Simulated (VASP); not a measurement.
# CoSi2 (Fm-3m) in VASP: further runs

CoSi2 is run at these levels: PBE; tasks: single point, relaxation of cell and atoms.

Program: VASP 6.6.1. These are calculated values, not measurements. Logs are shortened: lines on timing, memory, paths and dates and some standing lists are left out, and cuts for length are marked.

**1. The cell of the first run**

It takes space group Fm-3m (No. 225, cubic). Conventional cell: a = 5.313 Å, b = 5.313 Å, c = 5.313 Å, α = 90.00°, β = 90.00°, γ = 90.00°. Co (site symmetry m-3m) has 8 Si at 2.30 Å within 3.0 Å. Within 3.0 Å of Si (site symmetry -43m) lie 4 Co at 2.30 Å and 6 Si at 2.66 Å.

**2. Single point, PBE**

File INCAR:

```
SYSTEM = CoSi2
PREC = Accurate ; ENCUT = 520
EDIFF = 1E-6 ; ISMEAR = 0
SIGMA = 0.1 ; LREAL = .FALSE.
LASPH = .TRUE. ; NELM = 80
ALGO = Normal ; ISIF = 2
LWAVE = .FALSE. ; LCHARG = .FALSE.
GGA = PE ; NBANDS = 16
```

File KPOINTS:

```
regular mesh
0
G
  6 6 6
  0 0 0
```

File POSCAR:

```
CoSi2
1.0
    0.0000000000      2.6564198400      2.6564198400
    2.6564198400      0.0000000000      2.6564198400
    2.6564198400      2.6564198400      0.0000000000
Co Si
1 2
Direct
    0.0000000000      0.0000000000      0.0000000000
    0.7500000000      0.7500000000      0.7500000000
    0.2500000000      0.2500000000      0.2500000000
```

Potentials or basis: VASP PAW PBE potentials, release 64 (Co, Si).

Command:

```
cat potpaw_PBE.64/Co/POTCAR potpaw_PBE.64/Si/POTCAR > POTCAR
mpirun -np 1 vasp_std > vasp.out
```

OUTCAR:

```text
SYSTEM = CoSi2
   PREC = Accurate
   ENCUT = 520
   EDIFF = 1E-6
   ISMEAR = 0
   LREAL = .FALSE.
   LASPH = .TRUE.
   NELM = 80
   ISIF = 2
   GGA = PE

 ion  position               nearest neighbor table
   1  0.000  0.000  0.000-   2 2.30   2 2.30   2 2.30   2 2.30   3 2.30   3 2.30   3 2.30   3 2.30

   2  0.750  0.750  0.750-   1 2.30   1 2.30   1 2.30   1 2.30   3 2.66   3 2.66   3 2.66   3 2.66
                             3 2.66   3 2.66
   3  0.250  0.250  0.250-   1 2.30   1 2.30   1 2.30   1 2.30   2 2.66   2 2.66   2 2.66   2 2.66
                             2 2.66   2 2.66

  LATTYP: Found a face centered cubic cell.
 ALAT       =     5.3128396800

  Lattice vectors:

 A1 = (   0.0000000000,   2.6564198400,   2.6564198400)
 A2 = (   2.6564198400,   0.0000000000,   2.6564198400)
 A3 = (   2.6564198400,   2.6564198400,   0.0000000000)

Analysis of symmetry for initial positions (statically):
=====================================================================
 Subroutine PRICEL returns:
 Original cell was already a primitive cell.

 Routine SETGRP: Setting up the symmetry group for a
 face centered cubic supercell.

 Subroutine GETGRP returns: Found 48 space group operations
 (whereof 48 operations were pure point group operations)
 out of a pool of 48 trial point group operations.

The static configuration has the point symmetry O_h .

Analysis of symmetry for dynamics (positions and initial velocities):
=====================================================================
 Subroutine PRICEL returns:
 Original cell was already a primitive cell.

 Routine SETGRP: Setting up the symmetry group for a
 face centered cubic supercell.

 Subroutine GETGRP returns: Found 48 space group operations
 (whereof 48 operations were pure point group operations)
 out of a pool of 48 trial point group operations.

The dynamic configuration has the point symmetry O_h .

 Subroutine INISYM returns: Found 48 space group operations
 (whereof 48 operations are pure point group operations),
 and found     1 'primitive' translations

----------------------------------------------------------------------------------------

                                     Primitive cell

  volume of cell :      37.4904

  direct lattice vectors                    reciprocal lattice vectors
     0.000000000  2.656419840  2.656419840    -0.188223259  0.188223259  0.188223259
     2.656419840  0.000000000  2.656419840     0.188223259 -0.188223259  0.188223259
     2.656419840  2.656419840  0.000000000     0.188223259  0.188223259 -0.188223259

  length of vectors
     3.756744965  3.756744965  3.756744965     0.326012248  0.326012248  0.326012248

  position of ions in fractional coordinates (direct lattice)
     0.000000000  0.000000000  0.000000000
     0.750000000  0.750000000  0.750000000
     0.250000000  0.250000000  0.250000000

  ion indices of the primitive-cell ions
   primitive index   ion index
                 1           1
                 2           2
                 3           3

----------------------------------------------------------------------------------------

 KPOINTS: regular mesh

Automatic generation of k-mesh.
 Grid dimensions read from file:
 generate k-points for:    6    6    6

 Generating k-lattice:

  Cartesian coordinates                     Fractional coordinates (reciprocal lattice)
    -0.031370543  0.031370543  0.031370543     0.166666667  0.000000000  0.000000000
     0.031370543 -0.031370543  0.031370543     0.000000000  0.166666667  0.000000000
     0.031370543  0.031370543 -0.031370543     0.000000000  0.000000000  0.166666667

  Length of vectors
     0.054335375  0.054335375  0.054335375

  Shift w.r.t. Gamma in fractional coordinates (k-lattice)
     0.000000000  0.000000000  0.000000000

 Subroutine IBZKPT returns following result:
 ===========================================

 Found     16 irreducible k-points:

 Following reciprocal coordinates:
            Coordinates               Weight
  0.000000  0.000000  0.000000      1.000000
  0.166667  0.000000  0.000000      8.000000
  0.333333  0.000000  0.000000      8.000000
  0.500000  0.000000  0.000000      4.000000
  0.166667  0.166667  0.000000      6.000000
  0.333333  0.166667  0.000000     24.000000
[... 8 lines left out ...]
 -0.333333  0.333333  0.166667     24.000000
 -0.333333  0.500000  0.166667     12.000000
   k-points           NKPTS =     16   k-points in BZ     NKDIM =     16   number of bands    NBANDS=     16
   number of dos      NEDOS =    301   number of ions     NIONS =      3
   total plane-waves  NPLWV =  21952
   dimension x,y,z NGX =    28 NGY =   28 NGZ =   28
   dimension x,y,z NGXF=    56 NGYF=   56 NGZF=   56
   ions per type =               1   2
   NGX,Y,Z   is equivalent  to a cutoff of  12.39, 12.39, 12.39 a.u.
   NGXF,Y,Z  is equivalent  to a cutoff of  24.78, 24.78, 24.78 a.u.
 SYSTEM =  CoSi2
   PREC   = accura    normal or accurate (medium, high low for compatibility)
   ISTART =      0    job   : 0-new  1-cont  2-samecut
   ICHARG =      2    charge: 1-file 2-atom 10-const
   ISPIN  =      1    spin polarized calculation?
   LNONCOLLINEAR =      F non collinear calculations
   LSORBIT =      F    spin-orbit coupling
   LASPH  =      T    aspherical Exc in radial PAW
   ENCUT  =  520.0 eV  38.22 Ry    6.18 a.u.   6.99  6.99  6.99*2*pi/ulx,y,z
   NELM   =     80;   NELMIN=  2; NELMDL= -5     # of ELM steps
   EDIFF  = 0.1E-05   stopping-criterion for ELM
   LREAL  =      F    real-space projection
   EDIFFG = 0.1E-04   stopping-criterion for IOM
   NSW    =      0    number of steps for IOM
   IBRION =     -1    ionic relax: 0-MD 1-quasi-New 2-CG
   NFREE  =      0    steps in history (QN), initial steepest desc. (CG)
   ISIF   =      2    stress and relaxation
   ISYM   =      2    0-nonsym 1-usesym 2-fastsym
   POTIM  = 0.5000    time-step for ionic-motion
   TEBEG  =    0.0;   TEEND  =   0.0 temperature during run
   PSTRESS=    0.0 pullay stress
   NELECT =      17.0000    total number of electrons
   NUPDOWN=      -1.0000    fix difference up-down
   EMIN   =  10.00;   EMAX   =-10.00  energy-range for DOS
   EFERMI =   0.00;   METHOD = LEGACY
   ISMEAR =     0;   SIGMA  =   0.10  broadening in eV -4-tet -1-fermi 0-gaus
   EFERMI_NEDOS =   21; number of points for ismear=-14 and -15
   IALGO  =     38    algorithm
   IMIX   =      4    mixing-type and parameters
     AMIX     =   0.40;   BMIX     =  1.00
     AMIX_MAG =   1.60;   BMIX_MAG =  1.00
  volume/ion in A,a.u.               =      12.50        84.33
  Fermi-wavevector in a.u.,A,eV,Ry     =   1.257721  2.376749 21.522552  1.581863
  Thomas-Fermi vector in A             =   2.391366
   LORBIT       =      0    0 simple, 1 ext, 2 COOP (PROOUT), +10 PAW based schemes
   GGA     = PE    functional components
   LHFCALC =     F    Hartree Fock is set to
   AEXX    =    0.0000 exact exchange contribution
   IVDW    =     0    specifies the selected vdW correction
   LEPSILON=     F    determine dielectric tensor
   LRPA    =     F    only Hartree local field effects (RPA)
 non-spin polarized calculation
 Gauss-broadening in eV      SIGMA  =   0.10
  energy-cutoff  :      520.00
  volume of cell :       37.49
 maximum number of plane-waves:      1019
   NGX = 13   NGY = 13   NGZ = 13

 number of electron      17.0000005 magnetization

 Free energy of the ion-electron system (eV)
  ---------------------------------------------------
  ext. energy  EPLUGINS =         0.00000000
  ---------------------------------------------------
  free energy    TOTEN  =       -19.27545414 eV

  energy without entropy =      -19.26705924  energy(sigma->0) =      -19.27125669

 E-fermi :  10.5599     XC(G=0): -11.8586

 val. band max:       10.1904294256   @ k =  -0.1667   0.1667   0.0000
 cond. band min:      10.5684584402   @ k =  -0.3333   0.1667   0.0000
 fundamental gap:      0.3780290145
 Fermi energy:        10.5598611930

 k-point     1 :       0.0000    0.0000    0.0000
  band No.  band energies     occupation
      1      -2.8910      2.00000
      2       6.2387      2.00000
      3       6.2387      2.00000
      4       6.2387      2.00000
      5       8.4401      2.00000
      6       8.4401      2.00000
[... 8 lines left out ...]
     15      16.1965      0.00000
     16      16.1965      0.00000

 k-point     2 :       0.1667    0.0000    0.0000
  band No.  band energies     occupation
      1      -2.4632      2.00000
      2       5.2974      2.00000
      3       6.3826      2.00000
      4       6.3826      2.00000
      5       8.3360      2.00000
      6       8.3360      2.00000
[... 8 lines left out ...]
     15      16.0356      0.00000
     16      16.8516      0.00000

 k-point     3 :       0.3333    0.0000    0.0000
  band No.  band energies     occupation
      1      -1.2157      2.00000
      2       3.1653      2.00000
      3       6.6463      2.00000
      4       6.6463      2.00000
      5       8.3693      2.00000
      6       8.3693      2.00000
[... 8 lines left out ...]
     15      18.4985      0.00000
     16      19.3185      0.00000

 k-point     4 :       0.5000    0.0000    0.0000
  band No.  band energies     occupation
      1       0.4857      2.00000
      2       1.0484      2.00000
      3       6.7336      2.00000
      4       6.7336      2.00000
      5       8.1988      2.00000
      6       8.7360      2.00000
[... 8 lines left out ...]
     15      20.9026      0.00000
     16      21.7136      0.00000

 k-point     5 :       0.1667    0.1667    0.0000
  band No.  band energies     occupation
      1      -2.3207      2.00000
      2       5.4482      2.00000
      3       6.2743      2.00000
      4       6.2743      2.00000
      5       7.8640      2.00000
      6       8.5829      2.00000
[... 8 lines left out ...]
     15      17.5111      0.00000
     16      17.5111      0.00000

 k-point     6 :       0.3333    0.1667    0.0000
  band No.  band energies     occupation
      1      -1.3466      2.00000
      2       4.0509      2.00000
      3       6.4345      2.00000
      4       6.4438      2.00000
      5       7.3166      2.00000
      6       8.7040      2.00000
[... 8 lines left out ...]
     15      19.8401      0.00000
     16      20.1293      0.00000

 k-point     7 :       0.5000    0.1667    0.0000
  band No.  band energies     occupation
      1       0.3451      2.00000
      2       1.8678      2.00000
      3       6.0923      2.00000
      4       6.7258      2.00000
      5       7.2701      2.00000
      6       8.4958      2.00000
[... 8 lines left out ...]
     15      21.1922      0.00000
     16      21.8072      0.00000

 k-point     8 :      -0.3333    0.1667    0.0000
  band No.  band energies     occupation
      1      -0.2817      2.00000
      2       2.5794      2.00000
      3       5.7429      2.00000
      4       7.0384      2.00000
      5       7.8550      2.00000
      6       7.8983      2.00000
[... 8 lines left out ...]
     15      18.7327      0.00000
     16      20.8448      0.00000

 k-point     9 :      -0.1667    0.1667    0.0000
  band No.  band energies     occupation
      1      -1.7614      2.00000
      2       4.4222      2.00000
      3       5.9821      2.00000
      4       6.7968      2.00000
      5       7.8912      2.00000
      6       8.5330      2.00000
[... 8 lines left out ...]
     15      17.4195      0.00000
     16      19.8904      0.00000

 k-point    10 :       0.3333    0.3333    0.0000
  band No.  band energies     occupation
      1      -0.6669      2.00000
      2       4.3494      2.00000
      3       5.6203      2.00000
      4       6.4639      2.00000
      5       6.4639      2.00000
      6       8.8832      2.00000
[... 8 lines left out ...]
     15      18.9019      0.00000
     16      21.9856      0.00000

 k-point    11 :       0.5000    0.3333    0.0000
  band No.  band energies     occupation
      1       0.7115      2.00000
      2       3.2355      2.00000
      3       4.2958      2.00000
      4       6.4502      2.00000
      5       6.7056      2.00000
      6       8.4345      2.00000
[... 8 lines left out ...]
     15      21.6241      0.00000
     16      22.3508      0.00000

 k-point    12 :      -0.3333    0.3333    0.0000
  band No.  band energies     occupation
      1       1.3376      2.00000
      2       2.1407      2.00000
      3       4.1408      2.00000
      4       6.7693      2.00000
      5       7.0750      2.00000
      6       7.9093      2.00000
[... 8 lines left out ...]
     15      19.5920      0.00000
     16      20.3279      0.00000

 k-point    13 :       0.5000    0.5000    0.0000
  band No.  band energies     occupation
      1       1.2804      2.00000
      2       3.0825      2.00000
      3       3.9202      2.00000
      4       6.6938      2.00000
      5       6.6938      2.00000
      6       8.4065      2.00000
[... 8 lines left out ...]
     15      21.6225      0.00000
     16      22.7887      0.00000

 k-point    14 :       0.5000    0.3333    0.1667
  band No.  band energies     occupation
      1      -0.1449      2.00000
      2       3.3086      2.00000
      3       5.3858      2.00000
      4       6.1100      2.00000
      5       7.2465      2.00000
      6       8.2353      2.00000
[... 8 lines left out ...]
     15      20.2721      0.00000
     16      21.0172      0.00000

 k-point    15 :      -0.3333    0.3333    0.1667
  band No.  band energies     occupation
      1       1.5280      2.00000
      2       1.7923      2.00000
      3       5.0536      2.00000
      4       5.3212      2.00000
      5       7.6246      2.00000
      6       8.1826      2.00000
[... 8 lines left out ...]
     15      19.3590      0.00000
     16      22.9210      0.00000

 k-point    16 :      -0.3333    0.5000    0.1667
  band No.  band energies     occupation
      1       1.7125      2.00000
      2       2.8917      2.00000
      3       3.6229      2.00000
      4       5.1484      2.00000
      5       7.6211      2.00000
      6       8.2896      2.00000
[... 8 lines left out ...]
     15      21.5450      0.00000
     16      22.4432      0.00000

------------------------ aborting loop because EDIFF is reached ----------------------------------------

  FORCE on cell =-STRESS in cart. coord.  units (eV):
  Direction    XX          YY          ZZ          XY          YZ          ZX
  --------------------------------------------------------------------------------------
  -------------------------------------------------------------------------------------
  Total        1.1423718      1.1423718      1.1423718      0.0000000      0.0000000      0.0000000
  in kB       48.8200177     48.8200177     48.8200177      0.0000000      0.0000000      0.0000000
  external PRESSURE =      48.8200177 kB  Pullay stress =       0.0000000 kB

 VOLUME and BASIS-vectors are now :
 -----------------------------------------------------------------------------
  energy-cutoff  :      520.00
  volume of cell :       37.49
      direct lattice vectors                 reciprocal lattice vectors
     0.000000000  2.656419840  2.656419840    -0.188223259  0.188223259  0.188223259
     2.656419840  0.000000000  2.656419840     0.188223259 -0.188223259  0.188223259
     2.656419840  2.656419840  0.000000000     0.188223259  0.188223259 -0.188223259

 POSITION                                       TOTAL-FORCE (eV/Angst)
 -----------------------------------------------------------------------------------
      0.00000      0.00000      0.00000        -0.000000     -0.000000     -0.000000
      3.98463      3.98463      3.98463        -0.000000     -0.000000     -0.000000
      1.32821      1.32821      1.32821         0.000000      0.000000      0.000000
 -----------------------------------------------------------------------------------
    total drift:                               -0.000000     -0.000000      0.000000

  FREE ENERGIE OF THE ION-ELECTRON SYSTEM (eV)
  ---------------------------------------------------
  free  energy   TOTEN  =       -19.2754541418 eV

  energy  without entropy=      -19.2670592393  energy(sigma->0) =      -19.27125669
```

It took 5.1 s on 1 thread of Intel Xeon 6975P-C (Granite Rapids), shared host; peak memory 0.15 GiB.

Results:

| Item | Value |
| --- | --- |
| Free energy | -19.2755 eV |
| Pressure | 4.9 GPa |

Spin polarisation is off, so any magnetic state and its effect on volume and gap are missing.

[end of part 1 of 2]
